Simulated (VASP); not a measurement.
A run of VASP 6.6.1:

INCAR

```
ALGO = Normal
EDIFF = 1E-6
ENCUT = 520
GGA = PE
ISIF = 2
ISMEAR = 0
LASPH = True
LCHARG = False
LREAL = False
LWAVE = False
NBANDS = 58
NELM = 80
PREC = Accurate
SIGMA = 0.1
```

The input KPOINTS:

```
k-points
0
Gamma
  3 3 3
```

Contents of POSCAR:

```
Sc3I2
1.0
    3.5870709741      2.0709963925      6.5290078454
   -3.5870709741      2.0709963925      6.5290078454
    0.0000000000     -4.1419927851      6.5290078454
Sc I
6 4
Direct
    0.0562500000      0.4437500000      0.7500000000
    0.7500000000      0.0562500000      0.4437500000
    0.4437500000      0.7500000000      0.0562500000
    0.9437500000      0.5562500000      0.2500000000
    0.2500000000      0.9437500000      0.5562500000
    0.5562500000      0.2500000000      0.9437500000
    0.8521800000      0.8521800000      0.8521800000
    0.6478200000      0.6478200000      0.6478200000
    0.1478200000      0.1478200000      0.1478200000
    0.3521800000      0.3521800000      0.3521800000
```

Potentials or basis: VASP PAW PBE potentials, release 64 (Sc_sv, I).

The run is started by

```console
$ cat potpaw_PBE.64/Sc_sv/POTCAR potpaw_PBE.64/I/POTCAR > POTCAR
$ mpirun -np 1 vasp_std > vasp.out
```

Hardware: 1 thread of Intel(R) Xeon(R) 6975P-C (Granite Rapids) (shared host).

Problem. Estimate the wall time of this run.

Solution. Wall time 99 s on 1 thread of Intel(R) Xeon(R) 6975P-C (Granite Rapids), with other jobs on the host, peak memory 0.49 GiB. Counts: scf iterations 14, k points 6.
